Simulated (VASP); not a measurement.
# Pr3B: single point with PBE

The system is Pr3B.

```
Pr B
1.0
     0.00000    3.54676    3.54676
     3.54676    0.00000    3.54676
     3.54676    3.54676    0.00000
Pr B
3 1
Direct
  0.75000 0.75000 0.75000
  0.25000 0.25000 0.25000
  0.00000 0.00000 0.00000
  0.50000 0.50000 0.50000
```

The cell was built from a structure type or drawn by symmetry, and may not be a known phase.

| Item | Value |
| --- | --- |
| Program | VASP 6.6.1 |
| Task | single point |
| Functional | PBE |
| Potentials or basis | VASP PAW PBE potentials, release 64 (Pr_3, B), 4f in core |
| Cutoff | 500 eV |
| k mesh | 4 × 4 × 4 |
| Occupations | gaussian, width 0.1 eV |
| Spin | no spin polarisation |
| Dipole correction | no |
| Mended | yes |
| Further INCAR settings | ALGO = Normal; EDIFF = 1e-06; NBANDS = 26 |

```
Pressure               : 8.1 GPa
Band gap on the k mesh : zero (bands 18 and 19 overlap by 0.42 eV)
```

Levels at points of the mesh, in eV from the Fermi level:
| k point | band 16 | band 17 | band 18 | band 19 | band 20 | band 21 |
| --- | --- | --- | --- | --- | --- | --- |
| (0.00, 0.00, 0.00) | -1.61 | -1.61 | -1.61 | 1.41 | 1.41 | 1.41 |
| (0.50, 0.00, 0.00) | -1.80 | -0.09 | 0.03 | 0.03 | 1.52 | 1.52 |
| (0.50, 0.50, 0.00) | -0.42 | -0.29 | -0.29 | -0.15 | -0.15 | -0.04 |

Run time: 23 s on 1 thread of Intel(R) Xeon(R) 6975P-C (Granite Rapids), with other jobs on the host, peak memory 0.24 GiB.

Caveat: the k points lie up to 0.38 Å⁻¹ apart; spin-orbit coupling is left out, which moves the levels of the heavy elements; the 4f electrons are frozen in the core, so they carry no moment and show no levels. Spin polarisation is off, so any magnetic state and its effect on volume and gap are missing.
